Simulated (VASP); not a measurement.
Wanted: the native input for a VASP 6.6.1 run.

| Item | Value |
| --- | --- |
| Task | single point |
| Functional | PBE |
| Potentials or basis | VASP PAW PBE potentials, release 64 (Si, Ge_d) |
| Cutoff | 520 eV |
| k mesh | 12 × 12 × 2 |
| Occupations | gaussian, width 0.1 eV |
| Spin | no spin polarisation |
| Dipole correction | no |
| Further INCAR settings | ALGO = Normal; EDIFF = 1e-06; NBANDS = 71 |

The structure of SiGe4 lies in POSCAR:

```
SiGe4
1.0
    2.9965308742      0.0000000000      0.0000000000
   -1.4982654371      2.5950718603      0.0000000000
    0.0000000000      0.0000000000     23.6944421405
Si Ge
2 8
Direct
    0.3333333333      0.6666666667      0.8008570978
    0.3333333333      0.6666666667      0.1991429022
    0.3333333333      0.6666666667      0.6009874365
    0.3333333333      0.6666666667      0.0000000000
    0.3333333333      0.6666666667      0.3990125635
    0.6666666667      0.3333333333      0.7071730601
    0.6666666667      0.3333333333      0.8950404547
    0.6666666667      0.3333333333      0.1049595453
    0.6666666667      0.3333333333      0.2928269399
    0.6666666667      0.3333333333      0.5000000000
```

These files were run (other wordings do the same):

INCAR

```
SYSTEM = SiGe4
PREC     = Accurate       ! precision mode
ENCUT    = 520            ! plane-wave cutoff, eV
EDIFF    = 1E-6           ! SCF threshold, eV
ISMEAR   = 0              ! smearing method
SIGMA    = 0.1            ! smearing width, eV
LREAL    = .False.        ! projectors in reciprocal space
LASPH    = .True.         ! aspherical terms in the spheres
NELM     = 60             ! most SCF steps
ALGO     = Normal         ! electronic algorithm
ISIF     = 2              ! what is computed and relaxed
LWAVE    = .False.        ! write WAVECAR
LCHARG   = .False.        ! write CHGCAR
GGA      = PE             ! functional
NBANDS   = 71             ! bands
```

KPOINTS

```
Automatic mesh
0
Gamma
  12 12 2
  0 0 0
```

Potentials or basis: VASP PAW PBE potentials, release 64 (Si, Ge_d).

Command:

```sh
$ cat potpaw_PBE.64/Si/POTCAR potpaw_PBE.64/Ge_d/POTCAR > POTCAR
$ mpirun -np 1 vasp_std > vasp.out
```

It gave:

| Quantity | Value |
| --- | --- |
| Pressure | 0.0 GPa |
| Largest force | 0.004 eV/Å |
| Band gap on the k mesh | zero (bands 60 and 61 overlap by 8.56 eV) |

Wall time 13 min on 1 thread of Intel(R) Xeon(R) Platinum 8488C (Sapphire Rapids) (shared host), peak memory 0.51 GiB.
